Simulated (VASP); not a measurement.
# Al (Fm-3m) in VASP: settings compared

Al is run at these levels: BHLYP, PBEsol+D3(BJ); tasks: single point.

Program: VASP 6.6.1. These are calculated values, not measurements. Logs are shortened: lines on timing, memory, paths and dates and some standing lists are left out, and cuts for length are marked.

**1. The cell of the first run**

It takes space group Fm-3m (No. 225, cubic). Conventional cell: a = 4.129 Å, b = 4.129 Å, c = 4.129 Å, α = 90.00°, β = 90.00°, γ = 90.00°. Within 3.8 Å of Al (site symmetry m-3m) lie 12 Al at 2.92 Å.

**2. Single point, BHLYP**

File POSCAR:

```
Al
1.0
    0.0000000000      2.0645171409      2.0645171409
    2.0645171409      0.0000000000      2.0645171409
    2.0645171409      2.0645171409      0.0000000000
Al
1
Direct
    0.0000000000      0.0000000000      0.0000000000
```

File INCAR.step1:

```
SYSTEM = Al
PREC = Accurate ; ENCUT = 520
EDIFF = 1E-5 ; ISMEAR = -1
SIGMA = 0.05 ; LREAL = .False.
LASPH = .True. ; NELM = 60
ALGO = Normal ; ISIF = 2
LWAVE = .True. ; GGA = PE
NBANDS = 8
```

File INCAR.step2:

```
SYSTEM = Al
PREC = Accurate ; ENCUT = 520
EDIFF = 1E-6 ; ISMEAR = -1
SIGMA = 0.05 ; LREAL = .False.
LASPH = .True. ; NELM = 60
ALGO = Normal ; ISIF = 2
LWAVE = .False. ; LCHARG = .True.
GGA = B5 ; LHFCALC = .True.
AEXX = 0.5 ; ALDAX = 0.5
AGGAX = 0.5 ; AGGAC = 1.0
ALDAC = 0.0 ; PRECFOCK = Normal
LELF = .True. ; LVHAR = .True.
ISTART = 1 ; NBANDS = 8
```

File KPOINTS:

```
regular mesh
0
Gamma
  6 6 6
  0 0 0
```

Potentials or basis: VASP PAW PBE potentials, release 64 (Al).

The run is started by

```console
$ cat potpaw_PBE.64/Al/POTCAR > POTCAR
$ cp INCAR.step1 INCAR
$ mpirun -np 1 vasp_std > vasp.out
$ cp INCAR.step2 INCAR
$ mpirun -np 1 vasp_std > vasp.out
```

OUTCAR:

```text
SYSTEM = Al
   PREC = Accurate
   ENCUT = 520
   EDIFF = 1E-6
   ISMEAR = -1
   LREAL = .False.
   LASPH = .True.
   NELM = 60
   ISIF = 2
   GGA = B5
   LHFCALC = .True.
   AEXX = 0.5
   PRECFOCK = Normal
   ISTART = 1

 ion  position               nearest neighbor table
   1  0.000  0.000  0.000-

  LATTYP: Found a face centered cubic cell.
 ALAT       =     4.1290342818

  Lattice vectors:

 A1 = (   0.0000000000,   2.0645171409,   2.0645171409)
 A2 = (   2.0645171409,   0.0000000000,   2.0645171409)
 A3 = (   2.0645171409,   2.0645171409,   0.0000000000)

Analysis of symmetry for initial positions (statically):
=====================================================================
 Subroutine PRICEL returns:
 Original cell was already a primitive cell.

 Routine SETGRP: Setting up the symmetry group for a
 face centered cubic supercell.

 Subroutine GETGRP returns: Found 48 space group operations
 (whereof 48 operations were pure point group operations)
 out of a pool of 48 trial point group operations.

The static configuration has the point symmetry O_h .

Analysis of symmetry for dynamics (positions and initial velocities):
=====================================================================
 Subroutine PRICEL returns:
 Original cell was already a primitive cell.

 Routine SETGRP: Setting up the symmetry group for a
 face centered cubic supercell.

 Subroutine GETGRP returns: Found 48 space group operations
 (whereof 48 operations were pure point group operations)
 out of a pool of 48 trial point group operations.

The dynamic configuration has the point symmetry O_h .

 Subroutine INISYM returns: Found 48 space group operations
 (whereof 48 operations are pure point group operations),
 and found     1 'primitive' translations

----------------------------------------------------------------------------------------

                                     Primitive cell

  volume of cell :      17.5989

  direct lattice vectors                    reciprocal lattice vectors
     0.000000000  2.064517141  2.064517141    -0.242187381  0.242187381  0.242187381
     2.064517141  0.000000000  2.064517141     0.242187381 -0.242187381  0.242187381
     2.064517141  2.064517141  0.000000000     0.242187381  0.242187381 -0.242187381

  length of vectors
     2.919668140  2.919668140  2.919668140     0.419480849  0.419480849  0.419480849

  position of ions in fractional coordinates (direct lattice)
     0.000000000  0.000000000  0.000000000

  ion indices of the primitive-cell ions
   primitive index   ion index
                 1           1

----------------------------------------------------------------------------------------

 KPOINTS: regular mesh

Automatic generation of k-mesh.
 Grid dimensions read from file:
 generate k-points for:    6    6    6

 Generating k-lattice:

  Cartesian coordinates                     Fractional coordinates (reciprocal lattice)
    -0.040364564  0.040364564  0.040364564     0.166666667  0.000000000  0.000000000
     0.040364564 -0.040364564  0.040364564     0.000000000  0.166666667  0.000000000
     0.040364564  0.040364564 -0.040364564     0.000000000  0.000000000  0.166666667

  Length of vectors
     0.069913475  0.069913475  0.069913475

  Shift w.r.t. Gamma in fractional coordinates (k-lattice)
     0.000000000  0.000000000  0.000000000

 Subroutine IBZKPT returns following result:
 ===========================================

 Found     16 irreducible k-points:

 Following reciprocal coordinates:
            Coordinates               Weight
  0.000000  0.000000  0.000000      1.000000
  0.166667  0.000000  0.000000      8.000000
  0.333333  0.000000  0.000000      8.000000
  0.500000  0.000000  0.000000      4.000000
  0.166667  0.166667  0.000000      6.000000
  0.333333  0.166667  0.000000     24.000000
  0.500000  0.166667  0.000000     24.000000
 -0.333333  0.166667  0.000000     24.000000
 -0.166667  0.166667  0.000000     12.000000
  0.333333  0.333333  0.000000      6.000000
  0.500000  0.333333  0.000000     24.000000
 -0.333333  0.333333  0.000000     12.000000
  0.500000  0.500000  0.000000      3.000000
  0.500000  0.333333  0.166667     24.000000
 -0.333333  0.333333  0.166667     24.000000
 -0.333333  0.500000  0.166667     12.000000
   k-points           NKPTS =     16   k-points in BZ     NKDIM =    216   number of bands    NBANDS=      8
   number of dos      NEDOS =    301   number of ions     NIONS =      1
   total plane-waves  NPLWV =  13824
   dimension x,y,z NGX =    24 NGY =   24 NGZ =   24
   dimension x,y,z NGXF=    48 NGYF=   48 NGZF=   48
   ions per type =               1
   NGX,Y,Z   is equivalent  to a cutoff of  13.67, 13.67, 13.67 a.u.
   NGXF,Y,Z  is equivalent  to a cutoff of  27.33, 27.33, 27.33 a.u.
 SYSTEM =  Al
   PREC   = accura    normal or accurate (medium, high low for compatibility)
   ISTART =      1    job   : 0-new  1-cont  2-samecut
   ICHARG =      0    charge: 1-file 2-atom 10-const
   ISPIN  =      1    spin polarized calculation?
   LNONCOLLINEAR =      F non collinear calculations
   LSORBIT =      F    spin-orbit coupling
   LASPH  =      T    aspherical Exc in radial PAW
   ENCUT  =  520.0 eV  38.22 Ry    6.18 a.u.   5.43  5.43  5.43*2*pi/ulx,y,z
   NELM   =     60;   NELMIN=  2; NELMDL=  0     # of ELM steps
   EDIFF  = 0.1E-05   stopping-criterion for ELM
   LREAL  =      F    real-space projection
   EDIFFG = 0.1E-04   stopping-criterion for IOM
   NSW    =      0    number of steps for IOM
   IBRION =     -1    ionic relax: 0-MD 1-quasi-New 2-CG
   NFREE  =      0    steps in history (QN), initial steepest desc. (CG)
   ISIF   =      2    stress and relaxation
   ISYM   =      3    0-nonsym 1-usesym 2-fastsym
   POTIM  = 0.5000    time-step for ionic-motion
   TEBEG  =    0.0;   TEEND  =   0.0 temperature during run
   PSTRESS=    0.0 pullay stress
   NELECT =       3.0000    total number of electrons
   NUPDOWN=      -1.0000    fix difference up-down
   EMIN   =  10.00;   EMAX   =-10.00  energy-range for DOS
   EFERMI =   0.00;   METHOD = LEGACY
   ISMEAR =    -1;   SIGMA  =   0.05  broadening in eV -4-tet -1-fermi 0-gaus
   EFERMI_NEDOS =   21; number of points for ismear=-14 and -15
   IALGO  =     38    algorithm
   IMIX   =      1    mixing-type and parameters
     AMIX     =   0.40;   BMIX     =  1.00
     AMIX_MAG =   1.60;   BMIX_MAG =  1.00
  volume/ion in A,a.u.               =      17.60       118.76
  Fermi-wavevector in a.u.,A,eV,Ry     =   0.907723  1.715348 11.210675  0.823961
  Thomas-Fermi vector in A             =   2.031564
   LORBIT       =      0    0 simple, 1 ext, 2 COOP (PROOUT), +10 PAW based schemes
   GGA     = B5    functional components
   LHFCALC =     T    Hartree Fock is set to
   PRECFOCK=normal    Normal, Fast or Accurate (Low or Medium for compatibility)
   ENCUT4O =  -1.0   cutoff for four orbital integrals eV
   NKREDX  =     1    reduce k-point grid by
   NKREDY  =     1    reduce k-point grid by
   NKREDZ  =     1    reduce k-point grid by
   AEXX    =    0.5000 exact exchange contribution
   HFSCREEN=    0.0000 screening length (either q_TF or 0.3 A-1)
   HFSCREENC=   0.0000 screening length for correlation (either q_TF or 0.3 A-1)
   ENCUTFOCK=  -1.0 apply spherical cutoff to Coloumb kernel
   IVDW    =     0    specifies the selected vdW correction
   LEPSILON=     F    determine dielectric tensor
   LRPA    =     F    only Hartree local field effects (RPA)
 non-spin polarized calculation
  energy-cutoff  :      520.00
  volume of cell :       17.60
 maximum number of plane-waves:       489
 NGX is ok and might be reduce to    24
  NGX = 18; NGY = 18; NGZ = 18

 number of electron       3.0000000 magnetization

 Free energy of the ion-electron system (eV)
  ---------------------------------------------------
  ext. energy  EPLUGINS =         0.00000000
  ---------------------------------------------------
  free energy    TOTEN  =        -4.23499339 eV

  energy without entropy =       -4.23122005  energy(sigma->0) =       -4.23310672

 E-fermi :   8.2626     XC(G=0):  -5.2072

 val. band max:        6.4105117052   @ k =  -0.3333   0.5000   0.1667
 cond. band min:       8.2794116372   @ k =  -0.3333   0.3333   0.0000
 fundamental gap:      1.8688999320
 Fermi energy:         8.2625879128

 k-point     1 :       0.0000    0.0000    0.0000
  band No.  band energies     occupation
      1      -6.8966      2.00000
      2      22.9467      0.00000
      3      22.9467      0.00000
      4      22.9467      0.00000
      5      23.8337      0.00000
      6      23.8337      0.00000
      7      23.8337      0.00000
      8      26.5896      0.00000

 k-point     2 :       0.1667    0.0000    0.0000
  band No.  band energies     occupation
      1      -5.9943      2.00000
      2      16.3231      0.00000
      3      21.3499      0.00000
      4      21.3499      0.00000
      5      24.5293      0.00000
      6      26.0520      0.00000
      7      26.0520      0.00000
      8      27.6213      0.00000

 k-point     3 :       0.3333    0.0000    0.0000
  band No.  band energies     occupation
      1      -3.2792      2.00000
      2       8.9632      0.00000
      3      20.6814      0.00000
      4      20.6814      0.00000
      5      23.4789      0.00000
      6      23.4789      0.00000
      7      24.2845      0.00000
      8      27.3495      0.00000

 k-point     4 :       0.5000    0.0000    0.0000
  band No.  band energies     occupation
      1       1.2601      2.00000
      2       1.4054      2.00000
      3      21.0979      0.00000
      4      21.0979      0.00000
      5      21.7438      0.00000
      6      21.7438      0.00000
      7      25.0930      0.00000
      8      25.2729      0.00000

 k-point     5 :       0.1667    0.1667    0.0000
  band No.  band energies     occupation
      1      -5.6932      2.00000
      2      18.8475      0.00000
      3      18.8475      0.00000
      4      19.2714      0.00000
      5      21.8001      0.00000
      6      22.7141      0.00000
      7      29.2183      0.00000
      8      29.2183      0.00000

 k-point     6 :       0.3333    0.1667    0.0000
  band No.  band energies     occupation
      1      -3.5813      2.00000
      2      12.1204      0.00000
      3      17.6872      0.00000
      4      18.5158      0.00000
      5      19.4545      0.00000
      6      24.4859      0.00000
      7      28.4063      0.00000
      8      29.8403      0.00000

 k-point     7 :       0.5000    0.1667    0.0000
  band No.  band energies     occupation
      1       0.3779      2.00000
      2       4.1694      2.00000
      3      15.7831      0.00000
      4      17.9266      0.00000
      5      19.8163      0.00000
      6      26.1595      0.00000
      7      28.2953      0.00000
      8      30.4989      0.00000

 k-point     8 :      -0.3333    0.1667    0.0000
  band No.  band energies     occupation
      1      -1.1443      2.00000
      2       6.2889      2.00000
      3      14.4874      0.00000
      4      19.5485      0.00000
      5      21.5643      0.00000
      6      25.0823      0.00000
      7      27.5757      0.00000
      8      30.3609      0.00000

 k-point     9 :      -0.1667    0.1667    0.0000
  band No.  band energies     occupation
      1      -4.4870      2.00000
      2      13.9231      0.00000
      3      15.3183      0.00000
      4      22.4017      0.00000
      5      24.5457      0.00000
      6      24.9288      0.00000
      7      25.8410      0.00000
      8      26.6796      0.00000

 k-point    10 :       0.3333    0.3333    0.0000
  band No.  band energies     occupation
      1      -2.0667      2.00000
      2      13.7514      0.00000
      3      16.0397      0.00000
      4      16.0397      0.00000
      5      16.1566      0.00000
      6      19.5118      0.00000
      7      33.4038      0.00000
      8      34.6058      0.00000

 k-point    11 :       0.5000    0.3333    0.0000
  band No.  band energies     occupation
      1       1.2909      2.00000
      2       9.9001      0.00000
      3      10.0991      0.00000
      4      15.8053      0.00000
      5      17.4968      0.00000
      6      22.8385      0.00000
      7      31.8950      0.00000
      8      34.2182      0.00000

 k-point    12 :      -0.3333    0.3333    0.0000
  band No.  band energies     occupation
      1       2.9697      2.00000
      2       5.8024      2.00000
      3       8.2794      0.83333
      4      16.9896      0.00000
      5      18.8852      0.00000
      6      28.8285      0.00000
      7      30.4457      0.00000
      8      30.6521      0.00000

 k-point    13 :       0.5000    0.5000    0.0000
  band No.  band energies     occupation
      1       3.4277      2.00000
      2       5.1690      2.00000
      3      15.0914      0.00000
      4      15.0940      0.00000
      5      15.0940      0.00000
      6      18.5633      0.00000
      7      35.0707      0.00000
      8      35.9032      0.00000

 k-point    14 :       0.5000    0.3333    0.1667
  band No.  band energies     occupation
      1      -0.8432      2.00000
      2      10.5927      0.00000
      3      12.1993      0.00000
      4      14.7785      0.00000
      5      22.9637      0.00000
      6      24.3411      0.00000
      7      26.6094      0.00000
      8      33.3498      0.00000

 k-point    15 :      -0.3333    0.3333    0.1667
  band No.  band energies     occupation
      1       3.8199      2.00000
      2       3.8452      2.00000
      3      12.2947      0.00000
      4      12.4362      0.00000
      5      24.0089      0.00000
      6      24.6803      0.00000
      7      29.1164      0.00000
      8      30.2785      0.00000

 k-point    16 :      -0.3333    0.5000    0.1667
  band No.  band energies     occupation
      1       4.6263      2.00000
      2       6.4105      2.00000
      3       9.5024      0.00000
      4      11.1256      0.00000
      5      22.0361      0.00000
      6      23.6438      0.00000
      7      30.3341      0.00000
      8      31.2954      0.00000

------------------------ aborting loop because EDIFF is reached ----------------------------------------

  FORCE on cell =-STRESS in cart. coord.  units (eV):
  Direction    XX          YY          ZZ          XY          YZ          ZX
  --------------------------------------------------------------------------------------
  -------------------------------------------------------------------------------------
  Total       -0.3286110     -0.3286110     -0.3286110      0.0000000      0.0000000     -0.0000000
  in kB      -29.9162490    -29.9162490    -29.9162490      0.0000000      0.0000000     -0.0000000
  external PRESSURE =     -29.9162490 kB  Pullay stress =       0.0000000 kB

 VOLUME and BASIS-vectors are now :
 -----------------------------------------------------------------------------
  energy-cutoff  :      520.00
  volume of cell :       17.60
      direct lattice vectors                 reciprocal lattice vectors
     0.000000000  2.064517141  2.064517141    -0.242187381  0.242187381  0.242187381
     2.064517141  0.000000000  2.064517141     0.242187381 -0.242187381  0.242187381
     2.064517141  2.064517141  0.000000000     0.242187381  0.242187381 -0.242187381

 POSITION                                       TOTAL-FORCE (eV/Angst)
 -----------------------------------------------------------------------------------
      0.00000      0.00000      0.00000         0.000000      0.000000      0.000000
 -----------------------------------------------------------------------------------
    total drift:                                0.000000      0.000000      0.000000

  FREE ENERGIE OF THE ION-ELECTRON SYSTEM (eV)
  ---------------------------------------------------
  free  energy   TOTEN  =        -4.2349933930 eV

  energy  without entropy=       -4.2312200524  energy(sigma->0) =       -4.23310672
```

It took 84 s on 1 thread of Intel Xeon Platinum 8488C (Sapphire Rapids), shared host; peak memory 0.14 GiB.

What came out:

```
Free energy            : -4.2350 eV
Pressure               : -3.0 GPa
Band gap on the k mesh : zero (an odd number of electrons rules out a gap without spin polarisation)
```

Caveat: the k points lie up to 0.44 Å⁻¹ apart, too coarse for converged energies and pressures of a metal; the PAW data sets were made with another functional, which shifts forces and pressure a little.

(Part 1 of 2 ends here.)
